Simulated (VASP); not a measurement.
Crystal: La2O3.

```
CELL_PARAMETERS angstrom
6.41246 0.00000 0.00000
-3.20623 5.55335 0.00000
0.00000 0.00000 3.31168
ATOMIC_POSITIONS crystal
La 0.66667 0.33333 0.49810
La 0.33333 0.66667 0.50190
O 0.50461 0.00000 0.00000
O 0.00000 0.50461 0.00000
O 0.49539 0.49539 0.00000
```

This cell differs from its parent crystal: volume scaled by 1.02.

Base run:

```yaml
Program: VASP 6.6.1
Functional: PBE
Potentials_or_basis: VASP PAW PBE potentials, release 64 (La, O)
Cutoff: 520 eV
k_mesh: 5 × 5 × 8
Occupations: fermi-dirac, width 0.05 eV
Spin: no spin polarisation
```

Its results: band gap on the k mesh 1.73 eV, indirect (least direct gap 2.11 eV); pressure -2.0 GPa; largest force 0.042 eV/Å.

The run is repeated on the same cell with these changes: functional from PBE to LDA; potentials or basis from VASP PAW PBE potentials, release 64 (La, O) to VASP PAW LDA potentials, release 64 (La, O). What comes out?

Band gap on the k mesh 1.58 eV, indirect (least direct gap 1.97 eV); pressure -6.8 GPa; largest force 0.056 eV/Å.

Caveats: spin-orbit coupling is left out, which moves the levels of the heavy elements.

A k mesh can miss the band edges.
